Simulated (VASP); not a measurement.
**Co: single point with PBE**

Co:

```
Co
1.0
     2.47200    0.00000    0.00000
    -1.23600    2.14081    0.00000
     0.00000    0.00000    4.02114
Co
2
Cartesian
  0.0000 1.4272 1.0053
  1.2360 0.7136 3.0159
```

```
Program                : VASP 6.6.1
Task                   : single point
Functional             : PBE
Potentials or basis    : VASP PAW PBE potentials, release 64 (Co)
Cutoff                 : 600 eV
k mesh                 : 9 × 9 × 4
Occupations            : gaussian, width 0.1 eV
Spin                   : collinear spin, ferromagnetic start
Starting moments       : [3.0, 3.0] μB
Dipole correction      : no
Further INCAR settings : ALGO = Normal; EDIFF = 1e-06; NBANDS = 20
```

| Quantity | Value |
| --- | --- |
| Pressure | 2.9 GPa |
| Net moment | 3.09 μB per cell |
| Site moments | Co +1.56 μB |
| Valence electrons inside the program's atomic spheres | Co 8.31 |

Stress tensor (GPa, compression positive):
```
3.15 0.00 0.00
0.00 3.15 0.00
0.00 0.00 2.28
```

Levels at points of the mesh, in eV from the Fermi level:
Spin up:
```
           k point  band 7  band 8  band 9  band 10  band 11  band 12  band 13  band 14
(0.00, 0.00, 0.00)   -2.27   -1.90   -1.90    -0.78    -0.78    -0.17     6.45    22.20
(0.00, 0.00, 0.50)   -2.65   -2.65   -1.10    -1.10    -1.10    -1.10    15.09    15.09
```
Spin down:
| k point | band 4 | band 5 | band 6 | band 7 | band 8 | band 9 | band 10 | band 11 | band 12 | band 13 |
| --- | --- | --- | --- | --- | --- | --- | --- | --- | --- | --- |
| (0.00, 0.00, 0.00) | -1.03 | -1.03 | -0.66 | -0.66 | -0.22 | -0.19 | -0.19 | 1.04 | 1.04 | 7.43 |
| (0.00, 0.00, 0.50) | -1.63 | -1.08 | -1.08 | -1.08 | -1.08 | 0.69 | 0.69 | 0.69 | 0.69 | 15.48 |

Run time: 28 s on 1 thread of Intel(R) Xeon(R) Platinum 8488C (Sapphire Rapids), with other jobs on the host, peak memory 0.16 GiB.

Caveat: the k points lie up to 0.39 Å⁻¹ apart.
